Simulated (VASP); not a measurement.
Here is a VASP 6.6.1 calculation.

The input INCAR:

```
ALGO     = Normal         # electronic algorithm
EDIFF    = 1E-6           # SCF threshold, eV
ENCUT    = 520            # plane-wave cutoff, eV
GGA      = PE             # functional
ISIF     = 2              # what is computed and relaxed
ISMEAR   = 0              # smearing method
LASPH    = True           # aspherical terms in the spheres
LCHARG   = False          # write CHGCAR
LREAL    = False          # projectors in reciprocal space
LWAVE    = False          # write WAVECAR
NBANDS   = 18             # bands
NELM     = 100            # most SCF steps
PREC     = Accurate       # precision mode
SIGMA    = 1.0            # smearing width, eV
```

The input KPOINTS:

```
k-points
0
Gamma
  10 10 6
```

POSCAR

```
Y
1.0
    3.6535431712      0.0000000000      0.0000000000
   -1.8267715856      3.1640612001      0.0000000000
    0.0000000000      0.0000000000      5.6988610241
Y
2
Direct
    0.3333333333      0.6666666667      0.2500000000
    0.6666666667      0.3333333333      0.7500000000
```

Potentials or basis: VASP PAW PBE potentials, release 64 (Y_sv).

Run with:

```sh
$ cat potpaw_PBE.64/Y_sv/POTCAR > POTCAR
$ mpirun -np 1 vasp_std > vasp.out
```

Task: What does it give for the pressure?

Result: 1.2 GPa.

Task: Predict the band gap on the k mesh.

Result: Zero (bands 11 and 12 overlap by 1.46 eV).

Stress tensor (GPa, compression positive):
```
0.71 0.00 0.00
0.00 0.71 0.00
0.00 0.00 2.15
```

Caveat: so wide a smearing shifts energies and pressures.
